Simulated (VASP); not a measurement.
# As (C2/m) in VASP: further runs

The runs below take As through single point, with LDA.

Everything below comes from runs of VASP 6.6.1. Logs are shortened: lines on timing, memory, paths and dates and some standing lists are left out, and cuts for length are marked.

### Step 1. The cell of the first run

It takes space group C2/m (No. 12, monoclinic). Conventional cell: a = 5.202 Å, b = 3.003 Å, c = 4.865 Å, α = 90.00°, β = 90.00°, γ = 90.00°. Within 3.6 Å of As (site symmetry m) lie 12 As at 2.74 to 3.29 Å.

### Step 2. Single point, LDA (shortest bond scaled by 1.1)

File INCAR:

```
SYSTEM = As
PREC     = Accurate       ! precision mode
ENCUT    = 520            ! plane-wave cutoff, eV
EDIFF    = 1E-7           ! SCF threshold, eV
ISMEAR   = -1             ! smearing method
SIGMA    = 0.05           ! smearing width, eV
LREAL    = .False.        ! projectors in reciprocal space
LASPH    = .True.         ! aspherical terms in the spheres
NELM     = 100            ! most SCF steps
ALGO     = Normal         ! electronic algorithm
ISIF     = 2              ! what is computed and relaxed
LWAVE    = .False.        ! write WAVECAR
LCHARG   = .True.         ! write CHGCAR
GGA      = CA             ! functional
LELF     = .True.         ! ELF
LVHAR    = .True.       
NBANDS   = 12             ! bands
```

File KPOINTS:

```
regular mesh
0
Gamma
  11 11 6
  0 0 0
```

File POSCAR:

```
As
1.0
    3.0031658500      0.0000000000      0.0000000000
   -1.5015829250      2.6008179178      0.0000000000
    0.0000000000      0.0000000000      4.8651286769
As
2
Direct
    0.3666666667      0.6833333333      0.2750000000
    0.6333333333      0.3166666667      0.7250000000
```

Potentials or basis: VASP PAW LDA potentials, release 64 (As).

Launch:

```console
cat potpaw_LDA.64/As/POTCAR > POTCAR
mpirun -np 1 vasp_std > vasp.out
```

OUTCAR:

```text
SYSTEM = As
   PREC = Accurate
   ENCUT = 520
   EDIFF = 1E-7
   ISMEAR = -1
   LREAL = .False.
   LASPH = .True.
   NELM = 100
   ISIF = 2
   GGA = CA

 ion  position               nearest neighbor table
   1  0.367  0.683  0.275-   2 2.74   2 2.74   2 2.90
   2  0.633  0.317  0.725-   1 2.74   1 2.74   1 2.90

  LATTYP: Found a hexagonal cell.
 ALAT       =     3.0031658500
 C/A-ratio  =     1.6200000000

  Lattice vectors:

 A1 = (   3.0031658500,   0.0000000000,   0.0000000000)
 A2 = (  -1.5015829250,   2.6008179178,   0.0000000000)
 A3 = (   0.0000000000,   0.0000000000,   4.8651286769)

Analysis of symmetry for initial positions (statically):
=====================================================================
 Subroutine PRICEL returns:
 Original cell was already a primitive cell.

 Routine SETGRP: Setting up the symmetry group for a
 hexagonal supercell.

 Subroutine GETGRP returns: Found  4 space group operations
 (whereof  4 operations were pure point group operations)
 out of a pool of 24 trial point group operations.

The static configuration has the point symmetry C_2h.

Analysis of symmetry for dynamics (positions and initial velocities):
=====================================================================
 Subroutine PRICEL returns:
 Original cell was already a primitive cell.

 Routine SETGRP: Setting up the symmetry group for a
 hexagonal supercell.

 Subroutine GETGRP returns: Found  4 space group operations
 (whereof  4 operations were pure point group operations)
 out of a pool of 24 trial point group operations.

The dynamic configuration has the point symmetry C_2h.

 Subroutine INISYM returns: Found  4 space group operations
 (whereof  4 operations are pure point group operations),
 and found     1 'primitive' translations

----------------------------------------------------------------------------------------

                                     Primitive cell

  volume of cell :      38.0000

  direct lattice vectors                    reciprocal lattice vectors
     3.003165850  0.000000000  0.000000000     0.332981943  0.192247214  0.000000000
    -1.501582925  2.600817918  0.000000000     0.000000000  0.384494429  0.000000000
     0.000000000  0.000000000  4.865128677     0.000000000  0.000000000  0.205544409

  length of vectors
     3.003165850  3.003165850  4.865128677     0.384494429  0.384494429  0.205544409

[... 81 lines left out ...]
   LREAL  =      F    real-space projection
   EDIFFG = 0.1E-05   stopping-criterion for IOM
   NSW    =      0    number of steps for IOM
   IBRION =     -1    ionic relax: 0-MD 1-quasi-New 2-CG
   NFREE  =      0    steps in history (QN), initial steepest desc. (CG)
   ISIF   =      2    stress and relaxation
   ISYM   =      2    0-nonsym 1-usesym 2-fastsym
   POTIM  = 0.5000    time-step for ionic-motion
   TEBEG  =    0.0;   TEEND  =   0.0 temperature during run
   PSTRESS=    0.0 pullay stress
   NELECT =      10.0000    total number of electrons
   NUPDOWN=      -1.0000    fix difference up-down
   EMIN   =  10.00;   EMAX   =-10.00  energy-range for DOS
   EFERMI =   0.00;   METHOD = LEGACY
   ISMEAR =    -1;   SIGMA  =   0.05  broadening in eV -4-tet -1-fermi 0-gaus
   EFERMI_NEDOS =   21; number of points for ismear=-14 and -15
   IALGO  =     38    algorithm
   IMIX   =      4    mixing-type and parameters
     AMIX     =   0.40;   BMIX     =  1.00
     AMIX_MAG =   1.60;   BMIX_MAG =  1.00
  volume/ion in A,a.u.               =      19.00       128.22
  Fermi-wavevector in a.u.,A,eV,Ry     =   1.049092  1.982497 14.974495  1.100594
  Thomas-Fermi vector in A             =   2.184041
   LORBIT       =      0    0 simple, 1 ext, 2 COOP (PROOUT), +10 PAW based schemes
   GGA     = CA    functional components
   LHFCALC =     F    Hartree Fock is set to
   AEXX    =    0.0000 exact exchange contribution
   IVDW    =     0    specifies the selected vdW correction
   LEPSILON=     F    determine dielectric tensor
   LRPA    =     F    only Hartree local field effects (RPA)
 non-spin polarized calculation
  energy-cutoff  :      520.00
  volume of cell :       38.00
 maximum number of plane-waves:      1044
   NGX = 11   NGY = 11   NGZ = 19

 number of electron      10.0000000 magnetization

 Free energy of the ion-electron system (eV)
  ---------------------------------------------------
  ext. energy  EPLUGINS =         0.00000000
  ---------------------------------------------------
  free energy    TOTEN  =        -9.86807217 eV

  energy without entropy =       -9.85976925  energy(sigma->0) =       -9.86392071

 E-fermi :   6.5829     XC(G=0): -10.8710

 val. band max:        6.5707059567   @ k =   0.1818   0.0909   0.3333
 cond. band min:       6.5851654606   @ k =  -0.2727  -0.4545   0.0000
 fundamental gap:      0.0144595039
 Fermi energy:         6.5829216995

 k-point     1 :       0.0000    0.0000    0.0000
  band No.  band energies     occupation
      1      -8.7898      2.00000
      2      -4.0089      2.00000
      3      -0.0317      2.00000
      4       9.9513      0.00000
      5      10.5987      0.00000
      6      11.6621      0.00000
      7      12.4542      0.00000
      8      12.6674      0.00000
      9      15.7793      0.00000
     10      18.0878      0.00000
     11      18.3253      0.00000
     12      19.2483      0.00000
[... 331 lines left out ...]
 k-point    24 :      -0.0909   -0.4545    0.0000
  band No.  band energies     occupation
      1      -4.3470      2.00000
      2      -3.1726      2.00000
      3       1.7444      2.00000
      4       3.0205      2.00000
      5       4.6201      2.00000
      6       5.7028      2.00000
      7       6.3981      1.95153
      8       9.6120      0.00000
      9      13.3550      0.00000
     10      14.7986      0.00000
     11      18.1444      0.00000
     12      19.4586      0.00000

 [... further k-points ...]
[... 5 lines left out ...]
  --------------------------------------------------------------------------------------
  -------------------------------------------------------------------------------------
  Total       -0.6876011     -0.6310959     -0.3176433     -0.0489350     -0.0142757     -0.0247262
  in kB      -28.9910221    -26.6086176    -13.3926556     -2.0632229     -0.6018988     -1.0425190
  external PRESSURE =     -22.9974318 kB  Pullay stress =       0.0000000 kB

 VOLUME and BASIS-vectors are now :
 -----------------------------------------------------------------------------
  energy-cutoff  :      520.00
  volume of cell :       38.00
      direct lattice vectors                 reciprocal lattice vectors
     3.003165850  0.000000000  0.000000000     0.332981943  0.192247214  0.000000000
    -1.501582925  2.600817918  0.000000000     0.000000000  0.384494429  0.000000000
     0.000000000  0.000000000  4.865128677     0.000000000  0.000000000  0.205544409

 POSITION                                       TOTAL-FORCE (eV/Angst)
 -----------------------------------------------------------------------------------
      0.07508      1.77723      1.33791         0.052212      0.030144     -0.084518
      1.42650      0.82359      3.52722        -0.052212     -0.030144      0.084518
 -----------------------------------------------------------------------------------
    total drift:                               -0.000000      0.000000      0.000000

  FREE ENERGIE OF THE ION-ELECTRON SYSTEM (eV)
  ---------------------------------------------------
  free  energy   TOTEN  =        -9.8680721666 eV

  energy  without entropy=       -9.8597692460  energy(sigma->0) =       -9.86392071
```

stdout:

```text
POSCAR found type information on POSCAR As
 POSCAR found :  1 types and       2 ions
 scaLAPACK will be used
 LDA part: xc-table for (Slater(with rela. corr.)+CA(PZ))
 , standard interpolation
 POSCAR, INCAR and KPOINTS ok, starting setup
 FFT: planning ... GRIDC
 FFT: planning ... GRID_SOFT
 FFT: planning ... GRID
 WAVECAR not read
 entering main loop
```

It took 36 s on 1 thread of Intel Xeon 6975P-C, shared host; peak memory 0.2 GiB.

What came out:

| Quantity | Value |
| --- | --- |
| Free energy | -9.8681 eV |
| Pressure | -2.3 GPa |
| Largest force | 0.104 eV/Å |
| Band gap on the k mesh | zero (band 5 reaches 10.66 eV, above the bottom of band 6 at 3.80 eV) |

Forces on the atoms (eV/Å):
```
As   0.052  0.030 -0.085
As  -0.052 -0.030  0.085
```

Stress tensor (GPa, compression positive):
```
-2.90 -0.21 -0.10
-0.21 -2.66 -0.06
-0.10 -0.06 -1.34
```

Levels at points of the mesh, in eV from the Fermi level:
```
           k point  band 1  band 2  band 3  band 4  band 5  band 6  band 7  band 8  band 9  band 10
(0.00, 0.00, 0.00)  -15.37  -10.59   -6.61    3.37    4.02    5.08    5.87    6.08    9.20    11.50
(0.00, 0.00, 0.50)  -14.56  -12.91   -1.53   -0.02    3.95    4.38    4.89    5.11    9.68    11.34
```

Caveat: the cell differs from its parent crystal (shortest bond scaled by 1.1).

### Step 3. Single point, LDA (shortest bond scaled by 1.1)

File INCAR:

```
SYSTEM = As
PREC = Accurate
ENCUT = 520
EDIFF = 1E-6
ISMEAR = -1
SIGMA = 0.05
LREAL = .FALSE.
LASPH = .TRUE.
NELM = 100
ALGO = Normal
ISIF = 2
LWAVE = .FALSE.
LCHARG = .FALSE.
NBANDS = 12
```

File KPOINTS:

```
regular mesh
0
G
  11 11 6
  0 0 0
```

POSCAR is that of step 2.

Potentials or basis: VASP PAW LDA potentials, release 64 (As).

Launch:

```console
cat potpaw_LDA.64/As/POTCAR > POTCAR
mpirun -np 1 vasp_std > vasp.out
```

Run time: 34 s. Hardware: 1 thread of Intel Xeon 6975P-C, shared host; peak memory 0.2 GiB.

The run converged. Its results:

| Quantity | Value |
| --- | --- |
| Free energy | -9.8681 eV |
| Pressure | -2.3 GPa |
| Largest force | 0.104 eV/Å |
| Band gap on the k mesh | zero (band 5 reaches 10.66 eV, above the bottom of band 6 at 3.80 eV) |

Forces on the atoms (eV/Å):
```
As   0.052  0.030 -0.085
As  -0.052 -0.030  0.085
```

Stress tensor (GPa, compression positive):
```
-2.90 -0.21 -0.10
-0.21 -2.66 -0.06
-0.10 -0.06 -1.34
```

Levels at points of the mesh, in eV from the Fermi level:
```csv
k point,band 3,band 4,band 5,band 6,band 7,band 8
"(0.00, 0.00, 0.00)",-6.61,3.37,4.02,5.08,5.87,6.08
"(0.00, 0.00, 0.50)",-1.53,-0.02,3.95,4.38,4.89,5.11
```

Caveat: the cell differs from its parent crystal (shortest bond scaled by 1.1).
